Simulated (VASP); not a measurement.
Here is a VASP 6.6.1 calculation.

INCAR

```
SYSTEM = SnO2
PREC     = Accurate       ! precision mode
ENCUT    = 520            ! plane-wave cutoff, eV
EDIFF    = 1E-6           ! SCF threshold, eV
ISMEAR   = 0              ! smearing method
SIGMA    = 0.05           ! smearing width, eV
LREAL    = .False.        ! projectors in reciprocal space
LASPH    = .True.         ! aspherical terms in the spheres
NELM     = 80             ! most SCF steps
ALGO     = Normal         ! electronic algorithm
ISIF     = 2              ! what is computed and relaxed
LWAVE    = .False.        ! write WAVECAR
LCHARG   = .True.         ! write CHGCAR
LELF     = .True.         ! ELF
LVHAR    = .True.       
NBANDS   = 35             ! bands
```

Contents of KPOINTS:

```
regular mesh
0
Gamma
  6 6 10
  0 0 0
```

Contents of POSCAR:

```
SnO2
1.0
    4.2380199704      0.0000000000      0.0000000000
    0.0000000000      4.7817470571      0.0000000000
    0.0000000000      0.0000000000      3.2301776127
Sn O
2 4
Direct
    0.5000000000      0.5000000000      0.5000000000
    0.0000000000      0.0000000000      0.0000000000
    0.2771687580      0.3318983262      0.0000000000
    0.7771687580      0.1681016738      0.5000000000
    0.2228312420      0.8318983262      0.5000000000
    0.7228312420      0.6681016738      0.0000000000
```

Potentials or basis: VASP PAW LDA potentials, release 64 (Sn_d, O).

Command:

```bash
$ cat potpaw_LDA.64/Sn_d/POTCAR potpaw_LDA.64/O/POTCAR > POTCAR
$ mpirun -np 1 vasp_std > vasp.out
```

**Question.** Estimate the band gap on the k mesh.

**Answer.** 2.26 eV, indirect (least direct gap 2.26 eV).

**Question.** Predict the pressure.

**Answer.** 17.4 GPa.

**Question.** Estimate the largest force.

**Answer.** 0.013 eV/Å.

Forces in eV/Å, atoms in the order of the input:
```
Sn   0.000  0.000  0.000
Sn   0.000  0.000  0.000
O   -0.011  0.006  0.000
O   -0.011 -0.006  0.000
O    0.011  0.006  0.000
O    0.011 -0.006  0.000
```

Caveat: spin-orbit coupling is left out, which moves the levels of the heavy elements. Expect the measured gap to be larger: semilocal functionals such as LDA lack the derivative discontinuity.
